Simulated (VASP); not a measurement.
A run of VASP 6.6.1 is set up as follows.

INCAR

```
PREC = Accurate ; ENCUT = 520
EDIFF = 1E-6 ; ISMEAR = -1
SIGMA = 0.05 ; LREAL = F
LASPH = T ; NELM = 100
ALGO = Fast ; ISIF = 2
LWAVE = F ; LCHARG = F
GGA = B5 ; ALDAX = 1.0
AGGAX = 1.0 ; AGGAC = 1.0
ALDAC = 0.0 ; NBANDS = 25
```

Contents of KPOINTS:

```
Automatic mesh
0
Gamma
  7 7 9
```

Contents of POSCAR:

```
Ti
1.0
    4.6121637379      0.0000000000      0.0000000000
   -2.3060818690      3.9942509635      0.0000000000
    0.0000000000      0.0000000000      2.8560292136
Ti
3
Direct
    0.6666666667      0.3333333333      0.5000000000
    0.3333333333      0.6666666667      0.5000000000
    0.0000000000      0.0000000000      0.0000000000
```

Potentials or basis: VASP PAW PBE potentials, release 64 (Ti_sv).

Run with:

```sh
$ cat potpaw_PBE.64/Ti_sv/POTCAR > POTCAR
$ mpirun -np 1 vasp_std > vasp.out
```

What does it give for the band gap on the k mesh?

Zero (bands 18 and 19 overlap by 0.23 eV).

Predict the pressure.

-0.2 GPa.

Caveat: the PAW data sets were made with another functional, which shifts forces and pressure a little.
